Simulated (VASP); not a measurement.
Input of a VASP 6.6.1 run:

Contents of INCAR:

```
  PREC = Accurate
  ENCUT = 520
  EDIFF = 1E-8
  ISMEAR = -1
  SIGMA = 0.05
  LREAL = F
  LASPH = T
  NELM = 100
  ALGO = Normal
  ISIF = 2
  LWAVE = F
  LCHARG = F
  GGA = PE
  LEFG = T
  NBANDS = 15
```

Contents of KPOINTS:

```
regular mesh
0
Gamma
  13 13 11
```

Contents of POSCAR:

```
HfB2
1.0
    3.1813206298      0.0000000000      0.0000000000
   -1.5906603150      2.7551044830      0.0000000000
    0.0000000000      0.0000000000      3.5257947253
Hf B
1 2
Direct
    0.0000000000      0.0000000000      0.0000000000
    0.3333333333      0.6666666667      0.5000000000
    0.6666666667      0.3333333333      0.5000000000
```

Potentials or basis: VASP PAW PBE potentials, release 64 (Hf_pv, B).

The run is started by

```bash
$ cat potpaw_PBE.64/Hf_pv/POTCAR potpaw_PBE.64/B/POTCAR > POTCAR
$ mpirun -np 1 vasp_std > vasp.out
```

Task: Estimate the band gap on the k mesh.

Result: Zero (band 8 reaches 7.98 eV, above the bottom of band 9 at 7.00 eV).

Task: What does it give for the pressure?

Result: -8.4 GPa.

Stress tensor (GPa, compression positive):
```
-8.84  0.00  0.00
 0.00 -8.84  0.00
 0.00  0.00 -7.48
```

Caveat: without QUAD_EFG the Cq values of the log hold for a quadrupole moment of 1 mb, not for the nuclei; spin-orbit coupling is left out, which moves the levels of the heavy elements.
